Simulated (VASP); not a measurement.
Write the native input for VASP 6.6.1 that does the following.

| Quantity | Value |
| --- | --- |
| Task | single point |
| Functional | PBEsol |
| Potentials or basis | VASP PAW PBE potentials, release 64 (W_sv, S) |
| Cutoff | 520 eV |
| k mesh | 12 × 12 × 2 |
| Occupations | gaussian, width 0.05 eV |
| Spin | no spin polarisation |
| Dipole correction | no |
| Further INCAR settings | ALGO = Normal; EDIFF = 1e-06; NBANDS = 35 |

The structure of WS2 lies in POSCAR:

```
WS2
1.0
    2.8824463055      0.0000000000      0.0000000000
   -1.4412231527      2.4962717256      0.0000000000
    0.0000000000      0.0000000000     28.0721039249
W S
2 4
Direct
    0.3333333333      0.6666666667      0.6345758579
    0.6666666667      0.3333333333      0.3654241421
    0.3333333333      0.6666666667      0.2989469828
    0.6666666667      0.3333333333      0.5680493466
    0.3333333333      0.6666666667      0.4319506534
    0.6666666667      0.3333333333      0.7010530172
```

This cell differs from its parent crystal: ratio of the length along z to the lengths across it x 1.3, volume and fractional coordinates fixed.

These files were run (other wordings do the same):

INCAR

```
SYSTEM = WS2
PREC = Accurate
ENCUT = 520
EDIFF = 1E-6
ISMEAR = 0
SIGMA = 0.05
LREAL = .FALSE.
LASPH = .TRUE.
NELM = 60
ALGO = Normal
ISIF = 2
LWAVE = .FALSE.
LCHARG = .FALSE.
GGA = PS
NBANDS = 35
```

KPOINTS

```
regular mesh
0
G
  12 12 2
  0 0 0
```

Potentials or basis: VASP PAW PBE potentials, release 64 (W_sv, S).

Command:

```console
$ cat potpaw_PBE.64/W_sv/POTCAR potpaw_PBE.64/S/POTCAR > POTCAR
$ mpirun -np 1 vasp_std > vasp.out
```

Results of the run:

- Largest force: 3.127 eV/Å
- Band gap on the k mesh: 0.03 eV, indirect (least direct gap 0.88 eV)

Caveat: the PAW data sets were made with another functional, which shifts forces and pressure a little; spin-orbit coupling is left out, which moves the levels of the heavy elements.

It used 1300 s of CPU time on 1 thread of AMD EPYC 7R13 Processor (Zen 3), with other jobs on the host.
